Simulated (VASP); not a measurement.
Here is a VASP 6.6.1 calculation.

INCAR

```
SYSTEM = BaRe
  ALGO = Normal
  EDIFF = 1E-6
  ENCUT = 560
  GGA = PE
  GGA_COMPAT = .FALSE.
  ISIF = 2
  ISMEAR = 0
  LASPH = .TRUE.
  LCHARG = .TRUE.
  LMAXMIX = 4
  LNONCOLLINEAR = .TRUE.
  LORBIT = 11
  LORBMOM = .TRUE.
  LREAL = .FALSE.
  LSORBIT = .TRUE.
  LVHAR = .TRUE.
  LWAVE = .FALSE.
  MAGMOM = 0 0 0 0 0 0
  NBANDS = 37
  NELM = 200
  PREC = Accurate
  SIGMA = 0.05
```

File KPOINTS:

```
k-points
0
G
  8 8 8
  0 0 0
```

POSCAR

```
BaRe
1.0
    3.7233438108      0.0000000000      0.0000000000
    0.0000000000      3.7233438108      0.0000000000
    0.0000000000      0.0000000000      3.7233438108
Ba Re
1 1
Direct
    0.0000000000      0.0000000000      0.0000000000
    0.5000000000      0.5000000000      0.5000000000
```

Potentials or basis: VASP PAW PBE potentials, release 64 (Ba_sv, Re_sv_GW).

Run with:

```console
$ cat potpaw_PBE.64/Ba_sv/POTCAR potpaw_PBE.64/Re_sv_GW/POTCAR > POTCAR
$ mpirun -np 1 vasp_ncl > vasp.out
```

**Question.** What does it give for the net moment?

**Answer.** 0.00 μB per cell.

**Question.** Estimate the pressure.

**Answer.** 2.4 GPa.

Moments on the atoms (μB; x, y, z):
```
Ba  0.00 0.00 0.00
Re  0.00 0.00 0.00
```
